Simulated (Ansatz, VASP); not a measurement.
## Two plane-wave programs on CuO

File INCAR:

```
PREC     = Accurate       # precision mode
ENCUT    = 520            # plane-wave cutoff, eV
EDIFF    = 1E-7           # SCF threshold, eV
ISMEAR   = -1             # smearing method
SIGMA    = 0.05           # smearing width, eV
LREAL    = False          # projectors in reciprocal space
LASPH    = True           # aspherical terms in the spheres
NELM     = 100            # most SCF steps
ALGO     = Normal         # electronic algorithm
ISIF     = 2              # what is computed and relaxed
LWAVE    = False          # write WAVECAR
LCHARG   = False          # write CHGCAR
NBANDS   = 25             # bands
```

KPOINTS

```
regular mesh
0
Gamma
  10 10 5
```

POSCAR

```
CuO
1.0
    2.3101994985     -1.6881714891      0.0000000000
    2.3101994985      1.6881714891      0.0000000000
   -0.8385391614      0.0000000000      4.9895114286
Cu O
2 2
Direct
    0.5000000000      0.0000000000      0.5000000000
    0.0000000000      0.5000000000      0.0000000000
    0.4184000000      0.5816000000      0.7500000000
    0.5816000000      0.4184000000      0.2500000000
```

input.yaml

```yaml
crystal:
  lattice:
    - [2.3101994985, -1.6881714891, 0.0]
    - [2.3101994985, 1.6881714891, 0.0]
    - [-0.8385391614, 0.0, 4.9895114286]
  atoms:
    - { symbol: Cu, position: [0.5, 0.0, 0.5] }
    - { symbol: Cu, position: [0.0, 0.5, 0.0] }
    - { symbol: O, position: [0.4184, 0.5816, 0.75] }
    - { symbol: O, position: [0.5816, 0.4184, 0.25] }
hamiltonian:
  xc: lda
  pseudopotentials: { kind: paw }
kpoints:
  mp_grid: { grid: [10, 10, 5] }
scf:
  occupations: { method: fermi_dirac, width: 0.05 }
output:
  forces: true
  stress: true
  eigenvalues: true
```

Alike in both runs: task single point; functional LDA; k mesh 10 × 10 × 5; occupations fermi-dirac, width 0.05 eV; no spin polarisation.

|  | VASP | Ansatz |
| --- | --- | --- |
| version | VASP 6.6.1 | Ansatz 0.2.0 |
| potentials or method | VASP PAW LDA potentials, release 64 (Cu, O) | Ansatz PAW |
| plane-wave cutoff (eV) | 520 | 420 |
| valence electrons in the cell | 34 | 50 |

VASP gave:

| Property | Result |
| --- | --- |
| gap on the k mesh at the Fermi level (eV) | none |
| pressure (GPa) | -1.4 |
| traceless stress, the component that is largest in VASP (GPa) | 1.88 |
| rms of the force components (eV/Å) | 0.120 |

Question: What did Ansatz give for the same quantities?

Answer: gap on the k mesh at the Fermi level (eV): none; pressure (GPa): -2.3; traceless stress, the component that is largest in VASP (GPa): 2.35; rms of the force components (eV/Å): 0.141.

LDA's correlation is that of Perdew and Zunger in VASP and of Perdew and Wang (1992) in Ansatz. Atom by atom the forces differ by 0.021 eV/Å (rms over components). A gap of «none» marks a metal or a gap that the smearing closes. VASP's potentials hold 34 valence electrons a cell and Ansatz's 50, so a difference there can come from the potentials and not from the codes.
